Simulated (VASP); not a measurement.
Wanted: the native input for a VASP 6.6.1 run.

- Task: single point
- Functional: PBEsol
- Potentials or basis: VASP PAW PBE potentials, release 64 (K_sv)
- Cutoff: 500 eV
- k mesh: 6 × 6 × 6
- Occupations: fermi-dirac, width 0.05 eV
- Spin: no spin polarisation
- Dipole correction: no
- Further INCAR settings: ALGO = Normal; EDIFF = 1e-06; NBANDS = 10

The structure of K lies in POSCAR:

```
K
1.0
   -2.6298018287      2.6298018287      2.6298018287
    2.6298018287     -2.6298018287      2.6298018287
    2.6298018287      2.6298018287     -2.6298018287
K
1
Direct
    0.0000000000      0.0000000000      0.0000000000
```

The input as run:

INCAR

```
  PREC = Accurate
  ENCUT = 500
  EDIFF = 1E-6
  ISMEAR = -1
  SIGMA = 0.05
  LREAL = False
  LASPH = True
  NELM = 120
  ALGO = Normal
  ISIF = 2
  LWAVE = False
  LCHARG = False
  GGA = PS
  NBANDS = 10
  GGA_COMPAT = False
```

KPOINTS

```
regular mesh
0
Gamma
  6 6 6
```

Potentials or basis: VASP PAW PBE potentials, release 64 (K_sv).

Run with:

```console
$ cat potpaw_PBE.64/K_sv/POTCAR > POTCAR
$ mpirun -np 1 vasp_std > vasp.out
```

It gave:

The pressure is -0.1 GPa.

Caveat: the PAW data sets were made with another functional, which shifts forces and pressure a little.

Run time: 20 s on 1 thread of Intel Xeon 8259CL, with other jobs on the host, peak memory 0.19 GiB.
